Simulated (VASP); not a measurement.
# Mg3Sb2 (P-3m1) in VASP: notebook

The runs below take Mg3Sb2 through relaxation of shape and atoms at fixed volume, with BLYP, r2SCAN.

Program: VASP 6.6.1. These are calculated values, not measurements. Logs are shortened: lines on timing, memory, paths and dates and some standing lists are left out, and cuts for length are marked.

## 1. The cell of the first run

The structure is trigonal, space group P-3m1 (No. 164). The conventional cell has a = 4.707 Å, b = 4.707 Å, c = 7.529 Å, α = 90.00°, β = 90.00°, γ = 120.00°. Sb (site symmetry 3m) has 7 Mg at 2.90 to 3.23 Å within 3.8 Å. Within 4.3 Å of Mg (site symmetry -3m) lie 6 Sb at 3.23 Å and 6 Mg at 3.88 Å. Mg (site symmetry 3m) has 4 Sb at 2.90 to 3.01 Å and 6 Mg at 3.38 to 3.88 Å within 3.9 Å.

## 2. Relaxation of shape and atoms at fixed volume, BLYP (28.90 Å³/atom)

Contents of INCAR:

```
  AGGAC = 1.0
  AGGAX = 1.0
  ALDAC = 0.0
  ALDAX = 1.0
  ALGO = Normal
  EDIFF = 1E-7
  EDIFFG = -0.01
  ENCUT = 600
  GGA = B5
  GGA_COMPAT = False
  IBRION = 2
  ISIF = 4
  ISMEAR = 0
  LASPH = True
  LCHARG = False
  LREAL = False
  LWAVE = False
  NELM = 120
  NELMIN = 4
  NSW = 60
  PREC = Accurate
  SIGMA = 0.05
```

Contents of KPOINTS:

```
k-points
0
Gamma
  6 6 4
```

Contents of POSCAR:

```
Mg3Sb2
1.0
    4.7073666247      0.0000000000      0.0000000000
   -2.3536833124      4.0766990819      0.0000000000
    0.0000000000      0.0000000000      7.5287610995
Sb Mg
2 3
Direct
    0.3333333333      0.6666666667      0.2329376245
    0.6666666667      0.3333333333      0.7670623755
    0.0000000000      0.0000000000      0.0000000000
    0.3333333333      0.6666666667      0.6329162491
    0.6666666667      0.3333333333      0.3670837509
```

Potentials or basis: VASP PAW PBE potentials, release 64 (Sb, Mg).

Command:

```bash
$ cat potpaw_PBE.64/Sb/POTCAR potpaw_PBE.64/Mg/POTCAR > POTCAR
$ mpirun -np 1 vasp_std > vasp.out
```

OUTCAR:

```text
EDIFF = 1E-7
   EDIFFG = -0.01
   ENCUT = 600
   GGA = B5
   IBRION = 2
   ISIF = 4
   ISMEAR = 0
   LASPH = True
   LREAL = False
   NELM = 120
   NELMIN = 4
   NSW = 60
   PREC = Accurate

 ion  position               nearest neighbor table
   1  0.333  0.667  0.233-   5 2.90   5 2.90   5 2.90   4 3.01   3 3.23   3 3.23   3 3.23
   2  0.667  0.333  0.767-   4 2.90   4 2.90   4 2.90   5 3.01   3 3.23   3 3.23   3 3.23
   3  0.000  0.000  0.000-   1 3.23   2 3.23   2 3.23   1 3.23   2 3.23   1 3.23
   4  0.333  0.667  0.633-   2 2.90   2 2.90   2 2.90   1 3.01   5 3.38   5 3.38   5 3.38
   5  0.667  0.333  0.367-   1 2.90   1 2.90   1 2.90   2 3.01   4 3.38   4 3.38   4 3.38

  LATTYP: Found a hexagonal cell.
 ALAT       =     4.7073666247
 C/A-ratio  =     1.5993572840

  Lattice vectors:

 A1 = (   4.7073666247,   0.0000000000,   0.0000000000)
 A2 = (  -2.3536833124,   4.0766990819,   0.0000000000)
 A3 = (   0.0000000000,   0.0000000000,   7.5287610995)

Analysis of symmetry for initial positions (statically):
=====================================================================
 Subroutine PRICEL returns:
 Original cell was already a primitive cell.

 Routine SETGRP: Setting up the symmetry group for a
 hexagonal supercell.

 Subroutine GETGRP returns: Found 12 space group operations
 (whereof 12 operations were pure point group operations)
 out of a pool of 24 trial point group operations.

The static configuration has the point symmetry D_3d.

Analysis of symmetry for dynamics (positions and initial velocities):
=====================================================================
 Subroutine PRICEL returns:
 Original cell was already a primitive cell.

 Routine SETGRP: Setting up the symmetry group for a
 hexagonal supercell.

 Subroutine GETGRP returns: Found 12 space group operations
 (whereof 12 operations were pure point group operations)
 out of a pool of 24 trial point group operations.

The dynamic configuration has the point symmetry D_3d.

 Subroutine INISYM returns: Found 12 space group operations
 (whereof 12 operations are pure point group operations),
 and found     1 'primitive' translations

----------------------------------------------------------------------------------------

                                     Primitive cell

  volume of cell :     144.4808

  direct lattice vectors                    reciprocal lattice vectors
     4.707366625  0.000000000  0.000000000     0.212432997  0.122648248  0.000000000
    -2.353683312  4.076699082  0.000000000     0.000000000  0.245296496  0.000000000
     0.000000000  0.000000000  7.528761099     0.000000000  0.000000000  0.132823978
[... 86 lines left out ...]
   LASPH  =      T    aspherical Exc in radial PAW
   ENCUT  =  600.0 eV  44.10 Ry    6.64 a.u.   9.40  9.40 15.04*2*pi/ulx,y,z
   NELM   =    120;   NELMIN=  4; NELMDL= -5     # of ELM steps
   EDIFF  = 0.1E-06   stopping-criterion for ELM
   LREAL  =      F    real-space projection
   EDIFFG = -.1E-01   stopping-criterion for IOM
   NSW    =     60    number of steps for IOM
   IBRION =      2    ionic relax: 0-MD 1-quasi-New 2-CG
   NFREE  =      1    steps in history (QN), initial steepest desc. (CG)
   ISIF   =      4    stress and relaxation
   ISYM   =      2    0-nonsym 1-usesym 2-fastsym
   POTIM  = 0.5000    time-step for ionic-motion
   TEBEG  =    0.0;   TEEND  =   0.0 temperature during run
   PSTRESS=    0.0 pullay stress
   NELECT =      16.0000    total number of electrons
   NUPDOWN=      -1.0000    fix difference up-down
   EMIN   =  10.00;   EMAX   =-10.00  energy-range for DOS
   EFERMI =   0.00;   METHOD = LEGACY
   ISMEAR =     0;   SIGMA  =   0.05  broadening in eV -4-tet -1-fermi 0-gaus
   EFERMI_NEDOS =   21; number of points for ismear=-14 and -15
   IALGO  =     38    algorithm
   IMIX   =      4    mixing-type and parameters
     AMIX     =   0.40;   BMIX     =  1.00
     AMIX_MAG =   1.60;   BMIX_MAG =  1.00
  volume/ion in A,a.u.               =      28.90       195.00
  Fermi-wavevector in a.u.,A,eV,Ry     =   0.786161  1.485629  8.409066  0.618049
  Thomas-Fermi vector in A             =   1.890643
   LORBIT       =      0    0 simple, 1 ext, 2 COOP (PROOUT), +10 PAW based schemes
   GGA     = B5    functional components
   LHFCALC =     F    Hartree Fock is set to
   AEXX    =    0.0000 exact exchange contribution
   IVDW    =     0    specifies the selected vdW correction
   LEPSILON=     F    determine dielectric tensor
   LRPA    =     F    only Hartree local field effects (RPA)
 conjugate gradient relaxation of ions
 non-spin polarized calculation
 Gauss-broadening in eV      SIGMA  =   0.05
  energy-cutoff  :      600.00
  volume of cell :      144.48
 maximum number of plane-waves:      4850
 NGX is ok and might be reduce to    40
   NGX = 19   NGY = 19   NGZ = 31

--------------------------------------- Ionic step        1  -------------------------------------------

 number of electron      16.0000000 magnetization

 Free energy of the ion-electron system (eV)
  ---------------------------------------------------
  ext. energy  EPLUGINS =         0.00000000
  ---------------------------------------------------
  free energy    TOTEN  =       -11.44561793 eV

  energy without entropy =      -11.44561781  energy(sigma->0) =      -11.44561787

------------------------ aborting loop because EDIFF is reached ----------------------------------------

  FORCE on cell =-STRESS in cart. coord.  units (eV):
  Direction    XX          YY          ZZ          XY          YZ          ZX
  --------------------------------------------------------------------------------------
  -------------------------------------------------------------------------------------
  Total       -1.0826858     -1.0826858     -1.0147853      0.0000000      0.0000000     -0.0000000
  in kB      -12.0061238    -12.0061238    -11.2531613      0.0000000      0.0000000     -0.0000000
  external PRESSURE =     -11.7551363 kB  Pullay stress =       0.0000000 kB
[... 104 lines left out ...]
--------------------------------------- Ionic step        4  -------------------------------------------

 number of electron      16.0000000 magnetization

 Free energy of the ion-electron system (eV)
  ---------------------------------------------------
  ext. energy  EPLUGINS =         0.00000000
  ---------------------------------------------------
  free energy    TOTEN  =       -11.44576160 eV

  energy without entropy =      -11.44576155  energy(sigma->0) =      -11.44576158

 E-fermi :   4.1596     XC(G=0):  -7.8328

 val. band max:        4.0100330736   @ k =   0.0000   0.0000   0.0000
 cond. band min:       4.3229221141   @ k =   0.0000   0.3333   0.2500
 fundamental gap:      0.3128890405
 Fermi energy:         4.1596251797

 k-point     1 :       0.0000    0.0000    0.0000
  band No.  band energies     occupation
      1      -5.6894      2.00000
      2      -4.7276      2.00000
      3      -0.3133      2.00000
      4       3.1766      2.00000
      5       3.1766      2.00000
      6       3.7644      2.00000
      7       3.7644      2.00000
      8       4.0100      1.99998
      9       4.8069      0.00000
     10       5.3470      0.00000
     11       7.2870      0.00000
     12       7.2870      0.00000
[... 375 lines left out ...]
  FREE ENERGIE OF THE ION-ELECTRON SYSTEM (eV)
  ---------------------------------------------------
  free  energy   TOTEN  =       -11.4457616026 eV

  energy  without entropy=      -11.4457615497  energy(sigma->0) =      -11.44576158

 reached required accuracy - stopping structural energy minimisation
```

CONTCAR:

```text
Mg3Sb2
   1.00000000000000
     4.7031908348004707    0.0000000000024521   -0.0000000000000000
    -2.3515954174480673    4.0730827417663926    0.0000000000000000
    -0.0000000000000000    0.0000000000000000    7.5421360537417534
  Sb              Mg
     2     3
Direct
     0.3333333332999970    0.6666666667000030    0.2335499881506778
     0.6666666667000030    0.3333333332999970    0.7664500118493222
     0.0000000000000000    0.0000000000000000    0.0000000000000000
     0.3333333332999970    0.6666666667000030    0.6329532804244710
     0.6666666667000030    0.3333333332999970    0.3670467195755289

  0.00000000E+00  0.00000000E+00  0.00000000E+00
  0.00000000E+00  0.00000000E+00  0.00000000E+00
  0.00000000E+00  0.00000000E+00  0.00000000E+00
  0.00000000E+00  0.00000000E+00  0.00000000E+00
  0.00000000E+00  0.00000000E+00  0.00000000E+00
```

Run time: 1.8 min. Hardware: 1 thread of Intel Xeon 6975P-C (Granite Rapids), shared host; peak memory 0.33 GiB.

Results:

```yaml
Free_energy: -11.4458 eV
Energy_gained_by_relaxing: 0.0 meV/atom
Ionic_steps: 4
Pressure_after_relaxing: -1.1 GPa
Band_gap_on_the_k_mesh: 0.31 eV (least direct gap 0.80 eV)
```

Forces in eV/Å, atoms in the order of the input:
```
Sb   0.000  0.000  0.003
Sb   0.000  0.000 -0.003
Mg   0.000  0.000  0.000
Mg   0.000  0.000 -0.001
Mg   0.000  0.000  0.001
```

The path:
```csv
step,energy change (eV),largest force (eV/Å),pressure (GPa),volume (Å³)
1,0.0000,0.0235,-1.18,144.48
2,-0.0001,0.0184,-1.17,144.48
3,-0.0001,0.0131,-1.16,144.48
4,-0.0001,0.0026,-1.15,144.48
```

Final structure:
```
Sb Mg
1.0
     4.70319    0.00000    0.00000
    -2.35160    4.07308    0.00000
     0.00000    0.00000    7.54214
Sb Mg
2 3
Cartesian
  0.0000 2.7154 1.7615
  2.3516 1.3577 5.7807
  0.0000 0.0000 0.0000
  0.0000 2.7154 4.7738
  2.3516 1.3577 2.7683
```

Levels at points of the mesh, in eV from the valence-band top:
```tsv
k point	band 4	band 5	band 6	band 7	band 8	band 9	band 10	band 11	band 12
(0.00, 0.00, 0.00)	-0.83	-0.83	-0.25	-0.25	0.00	0.80	1.34	3.28	3.28
(0.50, 0.00, 0.00)	-3.36	-2.70	-1.88	-1.87	-0.71	0.62	2.06	2.36	3.08
(0.00, 0.00, 0.50)	-2.67	-0.62	-0.62	-0.47	-0.47	1.73	1.99	2.97	2.97
(0.50, 0.00, 0.50)	-3.99	-1.46	-1.43	-1.38	-1.24	0.35	1.68	1.84	2.72
```

Caveat: semilocal functionals underestimate gaps, and a narrow one can read as zero; the PAW data sets were made with another functional, which shifts forces and pressure a little; spin-orbit coupling is left out, which moves the levels of the heavy elements.

## 3. Relaxation of shape and atoms at fixed volume, r2SCAN (25.13 Å³/atom)

This run uses another cell than the first one, of 25.13 Å³/atom.

Contents of POSCAR:

```
Mg3Sb2
1.0
    4.5091485483      0.0000000000      0.0000000000
   -2.2545742742      3.9050371922      0.0000000000
    0.0000000000      0.0000000000      7.1371205621
Sb Mg
2 3
Direct
    0.3333333333      0.6666666667      0.2276608411
    0.6666666667      0.3333333333      0.7723391589
    0.0000000000      0.0000000000      0.0000000000
    0.3333333333      0.6666666667      0.6336062583
    0.6666666667      0.3333333333      0.3663937417
```

Contents of INCAR.step1:

```
ALGO = Normal
EDIFF = 1E-5
EDIFFG = -0.005
ENCUT = 660
GGA = PE
GGA_COMPAT = False
IBRION = 2
ISIF = 3
ISMEAR = 0
LASPH = True
LCHARG = False
LREAL = False
LWAVE = True
NELM = 120
NELMIN = 4
NSW = 100
PREC = Accurate
SIGMA = 0.05
```

Contents of INCAR.step2:

```
ALGO = Normal
EDIFF = 1E-7
EDIFFG = -0.01
ENCUT = 660
GGA_COMPAT = False
IBRION = 2
ISIF = 4
ISMEAR = 0
ISTART = 1
LASPH = True
LCHARG = False
LMIXTAU = True
LREAL = False
LWAVE = False
METAGGA = R2SCAN
NELM = 120
NELMIN = 4
NSW = 60
PREC = Accurate
SIGMA = 0.05
```

KPOINTS is that of step 2.

Potentials or basis: VASP PAW PBE potentials, release 64 (Sb, Mg).

Command:

```bash
$ cat potpaw_PBE.64/Sb/POTCAR potpaw_PBE.64/Mg/POTCAR > POTCAR
$ cp INCAR.step1 INCAR
$ mpirun -np 1 vasp_std > vasp.out
$ cp INCAR.step2 INCAR
$ mpirun -np 1 vasp_std > vasp.out
```

OUTCAR:

```text
EDIFF = 1E-7
   EDIFFG = -0.01
   ENCUT = 660
   IBRION = 2
   ISIF = 4
   ISMEAR = 0
   ISTART = 1
   LASPH = True
   LREAL = False
   METAGGA = R2SCAN
   NELM = 120
   NELMIN = 4
   NSW = 60
   PREC = Accurate

 ion  position               nearest neighbor table
   1  0.333  0.667  0.228-   5 2.79   5 2.79   5 2.79   4 2.90   3 3.07   3 3.07   3 3.07
   2  0.667  0.333  0.772-   4 2.79   4 2.79   4 2.79   5 2.90   3 3.07   3 3.07   3 3.07
   3  0.000  0.000  0.000-   1 3.07   2 3.07   1 3.07   2 3.07   2 3.07   1 3.07
   4  0.333  0.667  0.634-   2 2.79   2 2.79   2 2.79   1 2.90   5 3.23   5 3.23   5 3.23
   5  0.667  0.333  0.366-   1 2.79   1 2.79   1 2.79   2 2.90   4 3.23   4 3.23   4 3.23

  LATTYP: Found a hexagonal cell.
 ALAT       =     4.5091485483
 C/A-ratio  =     1.5828089240

  Lattice vectors:

 A1 = (   4.5091485483,   0.0000000000,   0.0000000000)
 A2 = (  -2.2545742742,   3.9050371922,   0.0000000000)
 A3 = (   0.0000000000,   0.0000000000,   7.1371205621)

Analysis of symmetry for initial positions (statically):
=====================================================================
 Subroutine PRICEL returns:
 Original cell was already a primitive cell.

 Routine SETGRP: Setting up the symmetry group for a
 hexagonal supercell.

 Subroutine GETGRP returns: Found 12 space group operations
[... 167 lines left out ...]
  ---------------------------------------------------
  ext. energy  EPLUGINS =         0.00000000
  ---------------------------------------------------
  free energy    TOTEN  =       -66.22054393 eV

  energy without entropy =      -66.22054393  energy(sigma->0) =      -66.22054393

------------------------ aborting loop because EDIFF is reached ----------------------------------------

  FORCE on cell =-STRESS in cart. coord.  units (eV):
  Direction    XX          YY          ZZ          XY          YZ          ZX
  --------------------------------------------------------------------------------------
  -------------------------------------------------------------------------------------
  Total        1.6796062      1.6796062      1.6136157     -0.0000000      0.0000000     -0.0000000
  in kB       21.4128911     21.4128911     20.5715938     -0.0000000      0.0000000     -0.0000000
  external PRESSURE =      21.1324587 kB  Pullay stress =       0.0000000 kB
[... 65 lines left out ...]
--------------------------------------- Ionic step        3  -------------------------------------------

 number of electron      16.0000000 magnetization

 Free energy of the ion-electron system (eV)
  ---------------------------------------------------
  ext. energy  EPLUGINS =         0.00000000
  ---------------------------------------------------
  free energy    TOTEN  =       -66.22127824 eV

  energy without entropy =      -66.22127824  energy(sigma->0) =      -66.22127824

 E-fermi :   4.9769     XC(G=0):  -9.3404

 val. band max:        4.7477399687   @ k =   0.0000   0.0000   0.0000
 cond. band min:       5.2442068861   @ k =   0.3333   0.3333   0.0000
 fundamental gap:      0.4964669174
 Fermi energy:         4.9768646470

 k-point     1 :       0.0000    0.0000    0.0000
  band No.  band energies     occupation
      1      -6.2118      2.00000
      2      -4.7868      2.00000
      3      -0.5255      2.00000
      4       3.4911      2.00000
      5       3.4911      2.00000
      6       4.2724      2.00000
      7       4.2724      2.00000
      8       4.7477      2.00000
      9       6.5363      0.00000
     10       6.7284      0.00000
     11       8.1347      0.00000
     12       8.1347      0.00000
[... 375 lines left out ...]
  FREE ENERGIE OF THE ION-ELECTRON SYSTEM (eV)
  ---------------------------------------------------
  free  energy   TOTEN  =       -66.2212782368 eV

  energy  without entropy=      -66.2212782368  energy(sigma->0) =      -66.22127824

 reached required accuracy - stopping structural energy minimisation
```

It took 5 min on 1 thread of Intel Xeon 6975P-C (Granite Rapids), shared host; peak memory 0.35 GiB.

What came out:

* Free energy: -66.2213 eV
* Energy gained by relaxing: 0.1 meV/atom
* Ionic steps: 3
* Pressure after relaxing: 2.0 GPa
* Largest force after relaxing: 0.008 eV/Å
* Band gap on the k mesh: 0.50 eV (least direct gap 1.75 eV)

Forces on the atoms (eV/Å):
```
Sb   0.000  0.000  0.001
Sb   0.000  0.000 -0.001
Mg   0.000  0.000  0.000
Mg   0.000  0.000 -0.008
Mg   0.000  0.000  0.008
```

The path:
```tsv
step	energy change (eV)	largest force (eV/Å)	pressure (GPa)	volume (Å³)
1	0.0000	0.0691	2.11	125.67
2	-0.0004	0.0460	2.09	125.67
3	-0.0007	0.0081	2.04	125.67
```

Final structure:
```cif
data_structure
_symmetry_space_group_name_H-M 'P 1'
_symmetry_Int_Tables_number 1
_cell_length_a 4.5120
_cell_length_b 4.5120
_cell_length_c 7.1281
_cell_angle_alpha 90.000
_cell_angle_beta 90.000
_cell_angle_gamma 120.000
_cell_volume 125.67
loop_
_atom_site_label
_atom_site_type_symbol
_atom_site_fract_x
_atom_site_fract_y
_atom_site_fract_z
_atom_site_occupancy
Sb1 Sb 0.33333 0.66667 0.22627 1
Sb2 Sb 0.66667 0.33333 0.77373 1
Mg1 Mg 0.00000 0.00000 0.00000 1
Mg2 Mg 0.33333 0.66667 0.63333 1
Mg3 Mg 0.66667 0.33333 0.36667 1
```

Caveat: semilocal functionals underestimate gaps, and a narrow one can read as zero; the PAW data sets were made with another functional, which shifts forces and pressure a little; spin-orbit coupling is left out, which moves the levels of the heavy elements. A k mesh can miss the band edges.

(Continued in part 2 of 2.)
